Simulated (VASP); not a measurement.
Runs of VASP 6.6.1 on Ge. The structure is that of space group P6_3mc (No. 186), or close to it. The cells are those of the table. 

```tsv
cell	gap on the mesh (eV)	pressure (GPa)	largest force (eV/Å)
a = 3.848, b = 3.848, c = 12.181 Å, angles 90.0, 90.0, 120.0°, 4 atoms	0.32	2.7	0.12
a = 3.915, b = 3.915, c = 11.765 Å, angles 90.0, 90.0, 120.0°, 4 atoms	0.48	1.1	0.18
a = 4.050, b = 4.050, c = 10.993 Å, angles 90.0, 90.0, 120.0°, 4 atoms	(a)	(b)	0.17
a = 3.983, b = 3.983, c = 11.369 Å, angles 90.0, 90.0, 120.0°, 4 atoms	0.59	-0.3	0.19
```

Alike in all rows: task single point; level PBEsol; potentials or basis VASP PAW PBE potentials, release 64 (Ge_d); no spin polarisation; k mesh 10 × 10 × 4; cutoff (eV) 520; smearing fermi-dirac 0.1 eV.

Q: Fill in the values left out.

A: (a) 0.51; (b) -1.6.

Caveats: semilocal functionals underestimate gaps, and a narrow one can read as zero; the PAW data sets were made with another functional, which shifts forces and pressure a little.

A k mesh can miss the band edges, and the runs leave out spin-orbit coupling on Ge.
